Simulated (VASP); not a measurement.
# Al2Cu in VASP: further runs, part 2 of 2

VASP 6.6.1. Earlier steps stand in the parts before.

## 3. Single point, PBEsol (uniaxial strain along c: -2.0 %)

INCAR

```
SYSTEM = Al2Cu
PREC     = Accurate       ! precision mode
ENCUT    = 520            ! plane-wave cutoff, eV
EDIFF    = 1E-6           ! SCF threshold, eV
ISMEAR   = 0              ! smearing method
SIGMA    = 0.1            ! smearing width, eV
LREAL    = .FALSE.        ! projectors in reciprocal space
LASPH    = .TRUE.         ! aspherical terms in the spheres
NELM     = 100            ! most SCF steps
ALGO     = Fast           ! electronic algorithm
ISIF     = 2              ! what is computed and relaxed
LWAVE    = .FALSE.        ! write WAVECAR
LCHARG   = .FALSE.        ! write CHGCAR
GGA      = PS             ! functional
NBANDS   = 26             ! bands
```

KPOINTS

```
Automatic mesh
0
G
  10 10 6
  0 0 0
```

POSCAR

```
Al2Cu
1.0
    2.8774947117      2.8774947117      0.0000000000
   -2.8774947117      2.8774947117      0.0000000000
    0.0000000000      0.0000000000      5.6118304825
Al Cu
4 2
Direct
    0.5000000000      0.0000000000      0.2500000000
    0.0000000000      0.5000000000      0.2500000000
    0.0000000000      0.5000000000      0.7500000000
    0.5000000000      0.0000000000      0.7500000000
    0.0000000000      0.0000000000      0.5000000000
    0.5000000000      0.5000000000      0.0000000000
```

Potentials or basis: VASP PAW PBE potentials, release 64 (Al, Cu).

Launch:

```
$ cat potpaw_PBE.64/Al/POTCAR potpaw_PBE.64/Cu/POTCAR > POTCAR
$ mpirun -np 1 vasp_std > vasp.out
```

OUTCAR:

```text
SYSTEM = Al2Cu
   PREC = Accurate
   ENCUT = 520
   EDIFF = 1E-6
   ISMEAR = 0
   LREAL = .FALSE.
   LASPH = .TRUE.
   NELM = 100
   ISIF = 2
   GGA = PS

 ion  position               nearest neighbor table
   1  0.500  0.000  0.250-   5 2.47   6 2.47   6 2.47   5 2.47   4 2.81   4 2.81   2 2.88   2 2.88
                             2 2.88   2 2.88
   2  0.000  0.500  0.250-   5 2.47   6 2.47   5 2.47   6 2.47   3 2.81   3 2.81   1 2.88   1 2.88
                             1 2.88   1 2.88
   3  0.000  0.500  0.750-   5 2.47   6 2.47   5 2.47   6 2.47   2 2.81   2 2.81   4 2.88   4 2.88
                             4 2.88   4 2.88
   4  0.500  0.000  0.750-   5 2.47   6 2.47   6 2.47   5 2.47   1 2.81   1 2.81   3 2.88   3 2.88
                             3 2.88   3 2.88
   5  0.000  0.000  0.500-   1 2.47   2 2.47   3 2.47   4 2.47   2 2.47   3 2.47   1 2.47   4 2.47

   6  0.500  0.500  0.000-   1 2.47   2 2.47   3 2.47   4 2.47   1 2.47   4 2.47   2 2.47   3 2.47

  LATTYP: Found a simple tetragonal cell.
 ALAT       =     4.0693920469
 C/A-ratio  =     1.3790341205

  Lattice vectors:

 A1 = (   2.8774947117,   2.8774947117,   0.0000000000)
 A2 = (  -2.8774947117,   2.8774947117,   0.0000000000)
 A3 = (   0.0000000000,   0.0000000000,   5.6118304825)

Analysis of symmetry for initial positions (statically):
=====================================================================
 Subroutine PRICEL returns following result:

  LATTYP: Found a body centered tetragonal cell.
 ALAT       =     4.0693920469
 C/A-ratio  =     1.3790341205

  Lattice vectors:

 A1 = (   0.0000000000,  -2.8774947117,  -2.8059152413)
 A2 = (   0.0000000000,   2.8774947117,  -2.8059152412)
 A3 = (   2.8774947117,   0.0000000000,   2.8059152413)

   2 primitive cells build up your supercell.

 Routine SETGRP: Setting up the symmetry group for a
 simple tetragonal supercell.

 Subroutine GETGRP returns: Found 16 space group operations
 (whereof 16 operations were pure point group operations)
 out of a pool of 16 trial point group operations.

The static configuration has the point symmetry D_4h.

Analysis of symmetry for dynamics (positions and initial velocities):
=====================================================================
 Subroutine PRICEL returns following result:

  LATTYP: Found a body centered tetragonal cell.
 ALAT       =     4.0693920469
 C/A-ratio  =     1.3790341205

  Lattice vectors:

 A1 = (   0.0000000000,  -2.8774947117,  -2.8059152413)
 A2 = (   0.0000000000,   2.8774947117,  -2.8059152412)
 A3 = (   2.8774947117,   0.0000000000,   2.8059152413)

   2 primitive cells build up your supercell.

 Routine SETGRP: Setting up the symmetry group for a
 simple tetragonal supercell.

 Subroutine GETGRP returns: Found 16 space group operations
 (whereof 16 operations were pure point group operations)
 out of a pool of 16 trial point group operations.

The dynamic configuration has the point symmetry D_4h.

 Subroutine INISYM returns: Found 16 space group operations
 (whereof 16 operations are pure point group operations),
 and found     2 'primitive' translations

[... 38 lines left out ...]
     0.000000000  0.000000000  0.029699163     0.000000000  0.000000000  0.166666667

  Length of vectors
     0.024573695  0.024573695  0.029699163

  Shift w.r.t. Gamma in fractional coordinates (k-lattice)
     0.000000000  0.000000000  0.000000000

 Subroutine IBZKPT returns following result:
 ===========================================

 Found     84 irreducible k-points:

 Following reciprocal coordinates:
            Coordinates               Weight
  0.000000  0.000000  0.000000      1.000000
  0.100000  0.000000  0.000000      4.000000
  0.200000  0.000000  0.000000      4.000000
  0.300000  0.000000  0.000000      4.000000
  0.400000  0.000000  0.000000      4.000000
  0.500000  0.000000  0.000000      2.000000
[... 16 lines left out ...]
  0.100000  0.000000  0.166667      8.000000
  0.200000  0.000000  0.166667      8.000000
 [... further k-points ...]
   k-points           NKPTS =     84   k-points in BZ     NKDIM =     84   number of bands    NBANDS=     26
   number of dos      NEDOS =    301   number of ions     NIONS =      6
   total plane-waves  NPLWV =  37800
   dimension x,y,z NGX =    30 NGY =   30 NGZ =   42
   dimension x,y,z NGXF=    60 NGYF=   60 NGZF=   84
   ions per type =               4   2
   NGX,Y,Z   is equivalent  to a cutoff of  12.26, 12.26, 12.44 a.u.
   NGXF,Y,Z  is equivalent  to a cutoff of  24.51, 24.51, 24.88 a.u.
 SYSTEM =  Al2Cu
   PREC   = accura    normal or accurate (medium, high low for compatibility)
   ISTART =      0    job   : 0-new  1-cont  2-samecut
   ICHARG =      2    charge: 1-file 2-atom 10-const
   ISPIN  =      1    spin polarized calculation?
   LNONCOLLINEAR =      F non collinear calculations
   LSORBIT =      F    spin-orbit coupling
   LASPH  =      T    aspherical Exc in radial PAW
   ENCUT  =  520.0 eV  38.22 Ry    6.18 a.u.   7.57  7.57 10.43*2*pi/ulx,y,z
   NELM   =    100;   NELMIN=  2; NELMDL= -5     # of ELM steps
   EDIFF  = 0.1E-05   stopping-criterion for ELM
   LREAL  =      F    real-space projection
   EDIFFG = 0.1E-04   stopping-criterion for IOM
   NSW    =      0    number of steps for IOM
   IBRION =     -1    ionic relax: 0-MD 1-quasi-New 2-CG
   NFREE  =      0    steps in history (QN), initial steepest desc. (CG)
   ISIF   =      2    stress and relaxation
   ISYM   =      2    0-nonsym 1-usesym 2-fastsym
   POTIM  = 0.5000    time-step for ionic-motion
   TEBEG  =    0.0;   TEEND  =   0.0 temperature during run
   PSTRESS=    0.0 pullay stress
   NELECT =      34.0000    total number of electrons
   NUPDOWN=      -1.0000    fix difference up-down
   EMIN   =  10.00;   EMAX   =-10.00  energy-range for DOS
   EFERMI =   0.00;   METHOD = LEGACY
   ISMEAR =     0;   SIGMA  =   0.10  broadening in eV -4-tet -1-fermi 0-gaus
   EFERMI_NEDOS =   21; number of points for ismear=-14 and -15
   IALGO  =     68    algorithm
   IMIX   =      4    mixing-type and parameters
     AMIX     =   0.40;   BMIX     =  1.00
     AMIX_MAG =   1.60;   BMIX_MAG =  1.00
  volume/ion in A,a.u.               =      15.49       104.52
  Fermi-wavevector in a.u.,A,eV,Ry     =   1.170882  2.212647 18.653118  1.370966
  Thomas-Fermi vector in A             =   2.307334
   LORBIT       =      0    0 simple, 1 ext, 2 COOP (PROOUT), +10 PAW based schemes
   GGA     = PS    functional components
   LHFCALC =     F    Hartree Fock is set to
   AEXX    =    0.0000 exact exchange contribution
   IVDW    =     0    specifies the selected vdW correction
   LEPSILON=     F    determine dielectric tensor
   LRPA    =     F    only Hartree local field effects (RPA)
 non-spin polarized calculation
 RMM-DIIS sequential band-by-band and
 Gauss-broadening in eV      SIGMA  =   0.10
  energy-cutoff  :      520.00
  volume of cell :       92.93
 maximum number of plane-waves:      2528
   NGX = 15   NGY = 15   NGZ = 21

 number of electron      33.9999980 magnetization

 Free energy of the ion-electron system (eV)
  ---------------------------------------------------
  ext. energy  EPLUGINS =         0.00000000
  ---------------------------------------------------
  free energy    TOTEN  =       -26.03198735 eV

  energy without entropy =      -26.02532657  energy(sigma->0) =      -26.02865696

 E-fermi :   7.2230     XC(G=0): -10.6779

 val. band max:        7.2119331096   @ k =   0.1000   0.0000   0.5000
 cond. band min:       7.3489476750   @ k =   0.2000   0.2000   0.0000
 fundamental gap:      0.1370145653
 Fermi energy:         7.2229866706

 k-point     1 :       0.0000    0.0000    0.0000
  band No.  band energies     occupation
      1      -3.1640      2.00000
      2       1.2122      2.00000
      3       1.2858      2.00000
      4       1.8996      2.00000
      5       2.5174      2.00000
      6       2.5433      2.00000
[... 685 lines left out ...]
     25      12.8872      0.00000
     26      13.5782      0.00000

 [... further k-points ...]
[... 5 lines left out ...]
  --------------------------------------------------------------------------------------
  -------------------------------------------------------------------------------------
  Total        0.5811055      0.5811055      1.8454145      0.0000000      0.0000000      0.0000000
  in kB       10.0184823     10.0184823     31.8156576      0.0000000      0.0000000      0.0000000
  external PRESSURE =      17.2842074 kB  Pullay stress =       0.0000000 kB

 VOLUME and BASIS-vectors are now :
 -----------------------------------------------------------------------------
  energy-cutoff  :      520.00
  volume of cell :       92.93
      direct lattice vectors                 reciprocal lattice vectors
     2.877494712  2.877494712  0.000000000     0.173762265  0.173762265  0.000000000
    -2.877494712  2.877494712  0.000000000    -0.173762265  0.173762265  0.000000000
     0.000000000  0.000000000  5.611830483     0.000000000  0.000000000  0.178194976

 POSITION                                       TOTAL-FORCE (eV/Angst)
 -----------------------------------------------------------------------------------
      1.43875      1.43875      1.40296         0.000000     -0.000000      0.000000
     -1.43875      1.43875      1.40296         0.000000     -0.000000      0.000000
     -1.43875      1.43875      4.20887         0.000000     -0.000000     -0.000000
      1.43875      1.43875      4.20887         0.000000     -0.000000     -0.000000
      0.00000      0.00000      2.80592        -0.000000      0.000000     -0.000000
      0.00000      2.87749      0.00000        -0.000000      0.000000     -0.000000
 -----------------------------------------------------------------------------------
    total drift:                               -0.000000      0.000000     -0.000000

  FREE ENERGIE OF THE ION-ELECTRON SYSTEM (eV)
  ---------------------------------------------------
  free  energy   TOTEN  =       -26.0319873503 eV

  energy  without entropy=      -26.0253265748  energy(sigma->0) =      -26.02865696
```

Run time: 3.3 min. Hardware: 1 thread of Intel Xeon Platinum 8259CL at 2.50GHz (Skylake/Cascade Lake), shared host; peak memory 0.3 GiB.

Results:

```
Free energy            : -26.0320 eV
Pressure               : 1.7 GPa
Band gap on the k mesh : zero (band 17 reaches 8.75 eV, above the bottom of band 18 at 4.73 eV)
```

Stress tensor (GPa, compression positive):
```
1.00 0.00 0.00
0.00 1.00 0.00
0.00 0.00 3.18
```

Caveat: the cell differs from its parent crystal (uniaxial strain along c: -2.0 %); the PAW data sets were made with another functional, which shifts forces and pressure a little.

## 4. Single point, PBEsol (uniaxial strain along c: -2.0 %, then relaxed in part)

INCAR

```
  PREC = Accurate
  ENCUT = 520
  EDIFF = 1E-6
  ISMEAR = 0
  SIGMA = 0.1
  LREAL = False
  LASPH = True
  NELM = 100
  ALGO = Fast
  ISIF = 2
  LWAVE = False
  LCHARG = True
  GGA = PS
  LELF = True
  LVHAR = True
  NBANDS = 26
```

KPOINTS

```
regular mesh
0
Gamma
  10 10 6
```

Changes to POSCAR since step 3:

```diff
@@ -2,4 +2,4 @@
 1.0
-    2.8774947117      2.8774947117      0.0000000000
-   -2.8774947117      2.8774947117      0.0000000000
+    2.8814954098      2.8814954098      0.0000000000
+   -2.8814954098      2.8814954098      0.0000000000
     0.0000000000      0.0000000000      5.6118304825
```

Launch:

```
$ cat potpaw_PBE.64/Al/POTCAR potpaw_PBE.64/Cu/POTCAR > POTCAR
$ mpirun -np 1 vasp_std > vasp.out
```

Wall time 3.7 min (1 thread of Intel Xeon Platinum 8259CL at 2.50GHz (Skylake/Cascade Lake), shared host); peak memory 0.3 GiB.

It converged, with:

| Quantity | Value |
| --- | --- |
| Free energy | -26.0328 eV |
| Pressure | 1.5 GPa |
| Band gap on the k mesh | zero (band 17 reaches 8.71 eV, above the bottom of band 18 at 4.71 eV) |

Stress tensor (GPa, compression positive):
```
0.68 0.00 0.00
0.00 0.68 0.00
0.00 0.00 3.03
```

Levels at points of the mesh, in eV from the Fermi level:
```
           k point  band 14  band 15  band 16  band 17  band 18  band 19  band 20  band 21
(0.00, 0.00, 0.00)    -2.15    -2.15     0.19     1.37     2.77     2.82     2.82     3.02
(0.50, 0.00, 0.00)    -2.91    -2.59    -2.59     0.20     0.20     2.23     2.23     4.56
(0.50, 0.50, 0.00)    -3.84    -2.07    -2.07    -1.87    -1.87     0.51     0.51     1.53
(0.00, 0.00, 0.50)    -0.63    -0.63    -0.63    -0.27    -0.27     0.88     0.88     2.52
(0.50, 0.00, 0.50)    -4.03     0.48     0.48     0.71     0.71     2.87     2.87     2.96
(0.50, 0.50, 0.50)    -3.67    -3.67    -3.67    -2.48    -2.48     4.39     4.39     4.39
```

Caveat: the cell differs from its parent crystal (uniaxial strain along c: -2.0 %, then relaxed in part); the PAW data sets were made with another functional, which shifts forces and pressure a little.

## 5. Single point, PBEsol (uniaxial strain along c: +2.0 %, then relaxed in part)

INCAR

```
SYSTEM = Al2Cu
PREC = Accurate ; ENCUT = 520
EDIFF = 1E-6 ; ISMEAR = 0
SIGMA = 0.1 ; LREAL = .False.
LASPH = .True. ; NELM = 80
ALGO = Fast ; ISIF = 2
LWAVE = .False. ; LCHARG = .False.
GGA = PS ; NBANDS = 26
```

KPOINTS

```
Automatic mesh
0
Gamma
  10 10 6
  0 0 0
```

Changes to POSCAR since step 4:

```diff
@@ -2,5 +2,5 @@
 1.0
-    2.8814954098      2.8814954098      0.0000000000
-   -2.8814954098      2.8814954098      0.0000000000
-    0.0000000000      0.0000000000      5.6118304825
+    2.8517622532      2.8517622532      0.0000000000
+   -2.8517622532      2.8517622532      0.0000000000
+    0.0000000000      0.0000000000      5.8408847880
 Al Cu
```

Potentials or basis: VASP PAW PBE potentials, release 64 (Al, Cu).

Launch:

```
$ cat potpaw_PBE.64/Al/POTCAR potpaw_PBE.64/Cu/POTCAR > POTCAR
$ mpirun -np 1 vasp_std > vasp.out
```

OUTCAR:

```text
SYSTEM = Al2Cu
   PREC = Accurate
   ENCUT = 520
   EDIFF = 1E-6
   ISMEAR = 0
   LREAL = .False.
   LASPH = .True.
   NELM = 80
   ISIF = 2
   GGA = PS

 ion  position               nearest neighbor table
   1  0.500  0.000  0.250-   5 2.49   6 2.49   6 2.49   5 2.49   2 2.85   2 2.85   2 2.85   2 2.85
                             4 2.92   4 2.92
   2  0.000  0.500  0.250-   5 2.49   6 2.49   5 2.49   6 2.49   1 2.85   1 2.85   1 2.85   1 2.85
                             3 2.92   3 2.92
   3  0.000  0.500  0.750-   5 2.49   6 2.49   5 2.49   6 2.49   4 2.85   4 2.85   4 2.85   4 2.85
[... 927 lines left out ...]
  -------------------------------------------------------------------------------------
  Total        0.0829675      0.0829675     -1.9509889      0.0000000      0.0000000     -0.0000000
  in kB        1.3992111      1.3992111    -32.9025916      0.0000000      0.0000000     -0.0000000
  external PRESSURE =     -10.0347231 kB  Pullay stress =       0.0000000 kB

 VOLUME and BASIS-vectors are now :
 -----------------------------------------------------------------------------
  energy-cutoff  :      520.00
  volume of cell :       95.00
      direct lattice vectors                 reciprocal lattice vectors
     2.851762253  2.851762253  0.000000000     0.175330184  0.175330184  0.000000000
    -2.851762253  2.851762253  0.000000000    -0.175330184  0.175330184  0.000000000
     0.000000000  0.000000000  5.840884788     0.000000000  0.000000000  0.171206938

 POSITION                                       TOTAL-FORCE (eV/Angst)
 -----------------------------------------------------------------------------------
      1.42588      1.42588      1.46022         0.000000      0.000000     -0.000000
     -1.42588      1.42588      1.46022         0.000000      0.000000      0.000000
     -1.42588      1.42588      4.38066         0.000000      0.000000      0.000000
      1.42588      1.42588      4.38066         0.000000      0.000000      0.000000
      0.00000      0.00000      2.92044        -0.000000     -0.000000     -0.000000
      0.00000      2.85176      0.00000         0.000000     -0.000000     -0.000000
 -----------------------------------------------------------------------------------
    total drift:                               -0.000000      0.000000     -0.000000

  FREE ENERGIE OF THE ION-ELECTRON SYSTEM (eV)
  ---------------------------------------------------
  free  energy   TOTEN  =       -26.0183727912 eV

  energy  without entropy=      -26.0090938990  energy(sigma->0) =      -26.01373335
```

Wall time 4.2 min (1 thread of Intel Xeon Platinum 8259CL at 2.50GHz (Skylake/Cascade Lake), shared host); peak memory 0.31 GiB.

Results:

```
Free energy            : -26.0184 eV
Pressure               : -1.0 GPa
Band gap on the k mesh : zero (band 17 reaches 8.58 eV, above the bottom of band 18 at 4.50 eV)
```

Stress tensor (GPa, compression positive):
```
 0.14  0.00  0.00
 0.00  0.14  0.00
 0.00  0.00 -3.29
```

Caveat: the cell differs from its parent crystal (uniaxial strain along c: +2.0 %, then relaxed in part); the PAW data sets were made with another functional, which shifts forces and pressure a little.

## 6. Single point, PBEsol (uniaxial strain along c: +2.0 %)

Changes to INCAR since step 5:

```diff
@@ -4,3 +4,3 @@
 SIGMA = 0.1 ; LREAL = .False.
-LASPH = .True. ; NELM = 80
+LASPH = .True. ; NELM = 100
 ALGO = Fast ; ISIF = 2
```

KPOINTS is that of step 5.

Changes to POSCAR since step 5:

```diff
@@ -2,4 +2,4 @@
 1.0
-    2.8517622532      2.8517622532      0.0000000000
-   -2.8517622532      2.8517622532      0.0000000000
+    2.8488629235      2.8488629235      0.0000000000
+   -2.8488629235      2.8488629235      0.0000000000
     0.0000000000      0.0000000000      5.8408847880
```

Potentials or basis: VASP PAW PBE potentials, release 64 (Al, Cu).

Launch:

```
$ cat potpaw_PBE.64/Al/POTCAR potpaw_PBE.64/Cu/POTCAR > POTCAR
$ mpirun -np 1 vasp_std > vasp.out
```

It took 4.3 min on 1 thread of Intel Xeon Platinum 8259CL at 2.50GHz (Skylake/Cascade Lake), shared host; peak memory 0.32 GiB.

Results (log left out):

```yaml
Free_energy: -26.0179 eV
Pressure: 0.4 GPa
Band_gap_on_the_k_mesh: zero (band 17 reaches 8.60 eV, above the bottom of band 18 at 4.51 eV)
```

Stress tensor (GPa, compression positive):
```
 1.57  0.00  0.00
 0.00  1.57  0.00
 0.00  0.00 -1.96
```

Levels at points of the mesh, in eV from the Fermi level:
```csv
k point,band 15,band 16,band 17,band 18,band 19,band 20
"(0.00, 0.00, 0.00)",-1.91,0.51,1.55,2.73,2.80,2.80
"(0.50, 0.00, 0.00)",-2.82,-2.82,0.44,0.44,2.56,2.56
"(0.50, 0.50, 0.00)",-2.17,-2.17,-1.99,-1.99,0.21,0.21
"(0.00, 0.00, 0.50)",-0.51,-0.51,-0.51,-0.51,1.18,1.18
"(0.50, 0.00, 0.50)",0.46,0.46,0.69,0.69,2.77,2.77
"(0.50, 0.50, 0.50)",-3.63,-3.63,-2.53,-2.53,3.93,3.93
```

Caveat: the cell differs from its parent crystal (uniaxial strain along c: +2.0 %); the PAW data sets were made with another functional, which shifts forces and pressure a little.

## 7. Summary

```csv
task,cell,k mesh,cutoff (eV),smearing,gap on the mesh (eV),pressure (GPa)
relaxation of cell and atoms,"relaxed to 35 GPa from a = 3.878 Å, angles 120.0, 120.0, 90.0°, 3 atoms",16 × 16 × 16,600,fermi-dirac 0.15 eV,none,35.0
single point,"a = 4.069, b = 4.069, c = 5.612 Å, 6 atoms",10 × 10 × 6,520,gaussian 0.1 eV,none,1.7
single point,"a = 4.075, b = 4.075, c = 5.612 Å, 6 atoms",10 × 10 × 6,520,gaussian 0.1 eV,none,1.5
single point,"a = 4.033, b = 4.033, c = 5.841 Å, 6 atoms",10 × 10 × 6,520,gaussian 0.1 eV,none,-1.0
single point,"a = 4.029, b = 4.029, c = 5.841 Å, 6 atoms",10 × 10 × 6,520,gaussian 0.1 eV,none,0.4
```

Alike in all rows: level PBEsol; potentials or basis VASP PAW PBE potentials, release 64 (Al, Cu); no spin polarisation.

Caveats: the PAW data sets were made with another functional, which shifts forces and pressure a little; the cell is relaxed towards a set pressure, so the enthalpy falls and the energy may rise (some runs).

Absolute energies hang on the potentials; compare differences alone.
